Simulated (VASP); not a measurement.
Here is a VASP 6.6.1 calculation.

File INCAR:

```
SYSTEM = Si4Ge
  PREC = Accurate
  ENCUT = 600
  EDIFF = 1E-6
  ISMEAR = 0
  SIGMA = 0.1
  LREAL = .False.
  LASPH = .True.
  NELM = 80
  ALGO = Normal
  ISIF = 3
  LWAVE = .False.
  LCHARG = .False.
  GGA = PE
  IBRION = 2
  NSW = 90
  EDIFFG = -0.04
```

File KPOINTS:

```
Automatic mesh
0
Gamma
  6 6 1
  0 0 0
```

The input POSCAR:

```
Si4Ge
1.0
    2.8600246100      0.0000000000      0.0000000000
   -1.4300123100      2.4768539700      0.0000000000
    0.0000000000      0.0000000000     22.6058841100
Si Ge
8 2
Direct
    0.3333333300      0.6666666700      0.9500000000
    0.3333333300      0.6666666700      0.1500000000
    0.3333333300      0.6666666700      0.3500000000
    0.3333333300      0.6666666700      0.5500000000
    0.6666666700      0.3333333300      0.0500000000
    0.6666666700      0.3333333300      0.4500000000
    0.6666666700      0.3333333300      0.6500000000
    0.6666666700      0.3333333300      0.8500000000
    0.3333333300      0.6666666700      0.7500000000
    0.6666666700      0.3333333300      0.2500000000
```

Potentials or basis: VASP PAW PBE potentials, release 64 (Si, Ge_d).

Run with:

```sh
$ cat potpaw_PBE.64/Si/POTCAR potpaw_PBE.64/Ge_d/POTCAR > POTCAR
$ mpirun -np 1 vasp_std > vasp.out
```

Problem. Estimate the space group after relaxing (to 0.1 Å).

Solution. P6_3/mmc (No. 194).

Problem. Estimate the relaxed cell.

Solution. a = 2.910 Å, b = 2.910 Å, c = 21.737 Å, α = 90.00°, β = 90.00°, γ = 120.00°.

Problem. Predict the relaxed volume.

Solution. 15.94 Å³/atom.

Final structure:
```xyz
10
Lattice="2.9100 0.0000 0.0000 -1.4550 2.5202 0.0000 0.0000 0.0000 21.7371" Properties=species:S:1:pos:R:3 pbc="T T T"
Si    0.0000    1.6801   20.7293
Si    0.0000    1.6801    2.9189
Si    0.0000    1.6801    7.9496
Si    0.0000    1.6801   11.8763
Si    1.4550    0.8401    1.0078
Si    1.4550    0.8401    9.8608
Si    1.4550    0.8401   13.7875
Si    1.4550    0.8401   18.8182
Ge    0.0000    1.6801   16.3028
Ge    1.4550    0.8401    5.4343
```

Caveat: the k points lie up to 0.42 Å⁻¹ apart in the final cell; the highest band is partly filled, so the run has too few bands.
